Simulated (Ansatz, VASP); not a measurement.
## One calculation of Au, two programs

Contents of POSCAR:

```
Au
1.0
    2.7457779447      0.0000000000      0.0000000000
   -1.3728889724      2.3779134533      0.0000000000
    0.0000000000      0.0000000000      4.6214799104
Au
2
Direct
    0.3333333333      0.6666666667      0.7500000000
    0.6666666667      0.3333333333      0.2500000000
```

Contents of INCAR.step1:

```
PREC = Accurate
ENCUT = 520
ISMEAR = 0
SIGMA = 0.15
LREAL = False
LASPH = True
NELM = 60
NBANDS = 18
GGA = PE
ALGO = Normal
EDIFF = 1E-4
LWAVE = True
LCHARG = False
```

Contents of INCAR.step2:

```
PREC = Accurate
ENCUT = 520
EDIFF = 1E-6
ISMEAR = 0
SIGMA = 0.15
LREAL = False
LASPH = True
NELM = 60
ALGO = Normal
ISIF = 2
LWAVE = False
LCHARG = False
METAGGA = R2SCAN
LMIXTAU = True
NBANDS = 18
ISTART = 1
```

The input KPOINTS:

```
Automatic mesh
0
Gamma
  24 24 12
```

Input for Ansatz:

```yaml
crystal:
  lattice:
    - [2.7457779447, 0.0, 0.0]
    - [-1.3728889724, 2.3779134533, 0.0]
    - [0.0, 0.0, 4.6214799104]
  atoms:
    - { symbol: Au, position: [0.3333333333, 0.6666666667, 0.75] }
    - { symbol: Au, position: [0.6666666667, 0.3333333333, 0.25] }
basis:
  ecutwfc: 500
kpoints:
  mp_grid: { grid: [24, 24, 12] }
hamiltonian:
  xc: r2scan
scf:
  occupations: { method: gaussian, width: 0.15 }
output:
  forces: true
  stress: true
  eigenvalues: true
```

Change from the starting cell: strain -0.050 along x and y, -0.050 along z, atoms carried along.

Alike in both runs: task single point; functional r2SCAN; k mesh 24 × 24 × 12; occupations gaussian, width 0.15 eV; no spin polarisation.

|  | VASP | Ansatz |
| --- | --- | --- |
| version | VASP 6.6.1 | Ansatz 0.2.0 |
| potentials or method | VASP PAW PBE potentials, release 64 (Au), cutoff 520 eV | scalar-relativistic, plane waves, PAW |
| valence electrons in the cell | 22 | 38 |

VASP gave:

```
gap on the k mesh at the Fermi level (eV)                     : none
pressure (GPa)                                                : 36.9
traceless stress, the component that is largest in VASP (GPa) : -1.62
```

Problem. Which values does Ansatz return?

Solution. gap on the k mesh at the Fermi level (eV): none; pressure (GPa): 36.1; traceless stress, the component that is largest in VASP (GPa): -1.58.

VASP's potentials were made for PBE, not for r2SCAN. A gap of «none» marks a metal or a gap that the smearing closes. Both programs put the cell under a high pressure, so it lies far from rest at this level. VASP's potentials hold 22 valence electrons a cell and Ansatz's 38, so a difference there can come from the potentials and not from the codes.

Neither program's run includes spin-orbit coupling.
